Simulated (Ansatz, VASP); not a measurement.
# One calculation of TiC, two programs

```
CELL_PARAMETERS angstrom
0.00000 2.19646 2.09908
2.19646 0.00000 2.09908
2.19646 2.19646 0.00000
ATOMIC_POSITIONS crystal
Ti 0.00000 0.00000 0.00000
C 0.50000 0.50000 0.50000
```

Change from the starting cell: strain +0.015 along x and y, -0.030 along z, atoms carried along.

Alike in both runs: task single point; functional PBE; k mesh 18 × 18 × 18; occupations gaussian, width 0.15 eV; no spin polarisation.

|  | VASP | Ansatz |
| --- | --- | --- |
| version | VASP 6.6.1 | Ansatz 0.2.0 |
| potentials or method | VASP PAW PBE potentials, release 64 (Ti_sv, C), cutoff 520 eV | scalar-relativistic, plane waves, PAW |
| valence electrons in the cell | 16 | 16 |

|  | VASP | Ansatz | Ansatz less VASP |
| --- | --- | --- | --- |
| gap on the k mesh at the Fermi level (eV) | none | none | - |
| pressure (GPa) | 2.2 | 2.0 | -0.19 |
| traceless stress, the component that is largest in VASP (GPa) | 13.05 | 12.97 | -0.077 |

A gap of «none» marks a metal or a gap that the smearing closes. With one functional, cell and mesh, what is left measures potentials, basis and numerics.
